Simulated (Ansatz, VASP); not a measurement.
## One calculation of CoO, two programs

File POSCAR:

```
CoO
1.0
    1.6022198417      0.9250420569      2.5664708903
   -1.6022198417      0.9250420569      2.5664708903
    0.0000000000     -1.8500841138      2.5664708903
Co O
1 1
Direct
    0.9989783200      0.9989783200      0.9989783200
    0.7510210300      0.7510210300      0.7510210300
```

INCAR.step1

```
  ALGO = Normal
  EDIFF = 1E-4
  ENCUT = 520
  GGA = PE
  ISMEAR = -1
  ISPIN = 2
  LASPH = True
  LCHARG = False
  LMAXMIX = 4
  LREAL = False
  LWAVE = True
  MAGMOM = 2 0
  NBANDS = 18
  NELM = 150
  PREC = Accurate
  SIGMA = 0.05
```

File INCAR.step2:

```
  ALGO = Normal
  EDIFF = 1E-7
  ENCUT = 520
  ISIF = 2
  ISMEAR = -1
  ISPIN = 2
  ISTART = 1
  LASPH = True
  LCHARG = False
  LMAXMIX = 4
  LMIXTAU = True
  LORBIT = 11
  LREAL = False
  LWAVE = False
  MAGMOM = 2 0
  METAGGA = R2SCAN
  NBANDS = 18
  NELM = 150
  PREC = Accurate
  SIGMA = 0.05
```

File KPOINTS:

```
k-points
0
Gamma
  6 6 6
```

input.yaml

```yaml
crystal:
  lattice:
    - [1.6022198417, 0.9250420569, 2.5664708903]
    - [-1.6022198417, 0.9250420569, 2.5664708903]
    - [0.0, -1.8500841138, 2.5664708903]
  atoms:
    - { symbol: Co, position: [0.99897832, 0.99897832, 0.99897832], spin: 2.0 }
    - { symbol: O, position: [0.75102103, 0.75102103, 0.75102103] }
hamiltonian:
  xc: r2scan
  pseudopotentials: { kind: paw }
magnetization:
  spin_polarized: true
kpoints:
  mp_grid: { grid: [6, 6, 6] }
scf:
  occupations: { method: fermi_dirac, width: 0.05 }
  n_extra_bands: 6
output:
  forces: true
  stress: true
  eigenvalues: true
  dos: { projected: true, de: 0.05, nscf_kmesh: { grid: [9, 9, 9] } }
```

Alike in both runs: functional r2SCAN; k mesh 6 × 6 × 6; occupations fermi-dirac, width 0.05 eV; collinear spin.

|  | VASP | Ansatz |
| --- | --- | --- |
| version | VASP 6.6.1 | Ansatz 0.2.0 |
| potentials or method | VASP PAW PBE potentials, release 64 (Co, O) | Ansatz PAW |
| plane-wave cutoff (eV) | 520 | 500 |
| valence electrons in the cell | 15 | 23 |
| task | single point | projected density of states |

Ansatz gave:

| Quantity | Value |
| --- | --- |
| pressure (GPa) | 4.2 |
| traceless stress, the component that is largest in VASP (GPa) | 4.45 |
| net moment per atom (μB) | 1.50 |
| size of the moment on the site where the two differ most (μB) | 2.41 |

Question: What did VASP give for the same quantities?

Answer: Pressure (GPa): 3.8; traceless stress, the component that is largest in VASP (GPa): 4.52; net moment per atom (μB): 1.49; size of the moment on the site where the two differ most (μB): 2.62.

VASP's potentials were made for PBE, not for r2SCAN. Site moments also hang on the region over which each program counts them. The functional is the same, so the differences come from potentials, cutoffs and numerics. VASP's potentials hold 15 valence electrons a cell and Ansatz's 23, so a difference there can come from the potentials and not from the codes.

The k mesh is coarse, so the values compare programs but aren't converged. Noted on Ansatz's run: the magnetic or orbital state may not be the lowest.
